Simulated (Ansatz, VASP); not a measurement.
**Si: VASP beside Ansatz**

The input POSCAR:

```
Si
1.0
    3.8313174605      0.0000000000      0.0000000000
   -1.9156587303      3.3180182508      0.0000000000
    0.0000000000      0.0000000000      6.3326220002
Si
4
Direct
    0.6666666667      0.3333333333      0.9369905000
    0.3333333333      0.6666666667      0.4369905000
    0.6666666667      0.3333333333      0.5630095000
    0.3333333333      0.6666666667      0.0630095000
```

INCAR.step1

```
SYSTEM = Si
  ALGO = Normal
  EDIFF = 1E-5
  ENCUT = 520
  GGA = PE
  ISIF = 2
  ISMEAR = -1
  LASPH = .TRUE.
  LCHARG = .FALSE.
  LREAL = .FALSE.
  LWAVE = .TRUE.
  NBANDS = 16
  NELM = 100
  PREC = Accurate
  SIGMA = 0.05
```

The input INCAR.step2:

```
SYSTEM = Si
  ALGO = Normal
  EDIFF = 1E-6
  ENCUT = 520
  GGA = PE
  HFSCREEN = 0.2079
  ISIF = 2
  ISMEAR = -1
  ISTART = 1
  LASPH = .TRUE.
  LCHARG = .FALSE.
  LHFCALC = .TRUE.
  LREAL = .FALSE.
  LWAVE = .FALSE.
  NBANDS = 16
  NELM = 100
  PREC = Accurate
  PRECFOCK = Normal
  SIGMA = 0.05
```

File KPOINTS:

```
k-points
0
G
  4 4 2
  0 0 0
```

Contents of input:

```
crystal:
  lattice:
    - [3.8313174605, 0.0, 0.0]
    - [-1.9156587303, 3.3180182508, 0.0]
    - [0.0, 0.0, 6.3326220002]
  atoms:
    - { symbol: Si, position: [0.6666666667, 0.3333333333, 0.9369905] }
    - { symbol: Si, position: [0.3333333333, 0.6666666667, 0.4369905] }
    - { symbol: Si, position: [0.6666666667, 0.3333333333, 0.5630095] }
    - { symbol: Si, position: [0.3333333333, 0.6666666667, 0.0630095] }
hamiltonian:
  xc: hse06
  pseudopotentials: { kind: paw }
kpoints:
  mp_grid: { grid: [4, 4, 2] }
  band_path:
    path:
      - [[0.0, 0.0, 0.0], [0.5, 0.0, 0.0], [0.3333333333, 0.3333333333, 0.0], [0.0, 0.0, 0.0], [0.0, 0.0, 0.5], [0.5, 0.0, 0.5], [0.3333333333, 0.3333333333, 0.5], [0.0, 0.0, 0.5]]
      - [[0.5, 0.0, 0.5], [0.5, 0.0, 0.0]]
      - [[0.3333333333, 0.3333333333, 0.0], [0.3333333333, 0.3333333333, 0.5]]
    npoints: 4
scf:
  occupations: { method: fermi_dirac, width: 0.05 }
  n_extra_bands: 10
output:
  forces: true
  stress: true
  eigenvalues: true
  fatbands: false
```

Alike in both runs: functional HSE06; k mesh 4 × 4 × 2; occupations fermi-dirac, width 0.05 eV; no spin polarisation.

```csv
,VASP,Ansatz
version,VASP 6.6.1,Ansatz 0.2.0
potentials or method,"VASP PAW PBE potentials, release 64 (Si)",Ansatz PAW
plane-wave cutoff (eV),520,420
valence electrons in the cell,16,16
task,single point,band structure
```

|  | VASP | Ansatz | Ansatz less VASP |
| --- | --- | --- | --- |
| gap on the k mesh at the Fermi level (eV) | 1.01 | 1.00 | -0.014 |
| least direct gap on the mesh (eV) | 1.74 | 1.73 | -0.010 |
| pressure (GPa) | 0.0 | 0.3 | +0.35 |
| traceless stress, the component that is largest in VASP (GPa) | -0.78 | -0.76 | +0.017 |
| rms of the force components (eV/Å) | 0.049 | 0.048 | -0.0009 |

Atom by atom the forces differ by 0.001 eV/Å (rms over components).

The k mesh is coarse, so the values compare programs but aren't converged.
